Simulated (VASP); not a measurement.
A run of VASP 6.6.1:

INCAR

```
SYSTEM = LiSb2
PREC = Accurate ; ENCUT = 600
EDIFF = 1E-6 ; ISMEAR = 0
SIGMA = 0.1 ; LREAL = .FALSE.
LASPH = .TRUE. ; NELM = 60
ALGO = Normal ; ISIF = 3
LWAVE = .FALSE. ; LCHARG = .FALSE.
GGA = PE ; IBRION = 2
NSW = 90 ; EDIFFG = -0.04
```

Contents of KPOINTS:

```
regular mesh
0
G
  4 4 4
  0 0 0
```

File POSCAR:

```
LiSb2
1.0
   -2.3794515800      3.7851699200      3.8711133000
    2.3794515800     -3.7851699200      3.8711133000
    2.3794515800      3.7851699200     -3.8711133000
Li Sb
1 2
Direct
    0.5000000000      0.0000000000      0.5000000000
    0.2944081900      0.7944081900      0.5000000000
    0.7055918100      0.2055918100      0.5000000000
```

Potentials or basis: VASP PAW PBE potentials, release 64 (Li_sv, Sb).

The run is started by

```bash
$ cat potpaw_PBE.64/Li_sv/POTCAR potpaw_PBE.64/Sb/POTCAR > POTCAR
$ mpirun -np 1 vasp_std > vasp.out
```

Hardware: 1 thread of Intel Xeon 8259CL (shared host).

**Question.** Estimate the wall time of this run.

**Answer.** It took 16 min on 1 thread of Intel Xeon 8259CL, with other jobs on the host, peak memory 0.36 GiB. Counts: scf iterations 196, k points 18, ion steps 24.
